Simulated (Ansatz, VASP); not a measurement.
One calculation of Ga3As, two programs

```
Ga As
1.0
     5.83848    0.00000    0.00000
    -2.91924    5.05627    0.00000
     0.00000    0.00000    5.04854
Ga As
6 2
Direct
  0.83311 0.66622 0.25000
  0.16689 0.83311 0.75000
  0.33378 0.16689 0.25000
  0.16689 0.33378 0.75000
  0.83311 0.16689 0.25000
  0.66622 0.83311 0.75000
  0.33333 0.66667 0.25000
  0.66667 0.33333 0.75000
```

Alike in both runs: functional r2SCAN; k mesh 6 × 6 × 8; occupations gaussian, width 0.1 eV; no spin polarisation.

Ansatz relaxed the structure, and its values are those at the end. VASP's run is a single point on that final structure, the one shown.

|  | VASP | Ansatz |
| --- | --- | --- |
| version | VASP 6.6.1 | Ansatz 0.2.0 |
| potentials or method | VASP PAW PBE potentials, release 64 (Ga_d, As), cutoff 520 eV | scalar-relativistic, plane waves, PAW |
| valence electrons in the cell | 88 | 108 |

VASP gave:

- gap on the k mesh at the Fermi level (eV): none
- pressure (GPa): 0.1

Which values does Ansatz return?

gap on the k mesh at the Fermi level (eV): none; pressure (GPa): 0.0.

VASP's potentials were made for PBE, not for r2SCAN. A gap of «none» marks a metal or a gap that the smearing closes. With one functional, cell and mesh, what is left measures potentials, basis and numerics. VASP's potentials hold 88 valence electrons a cell and Ansatz's 108, so a difference there can come from the potentials and not from the codes.
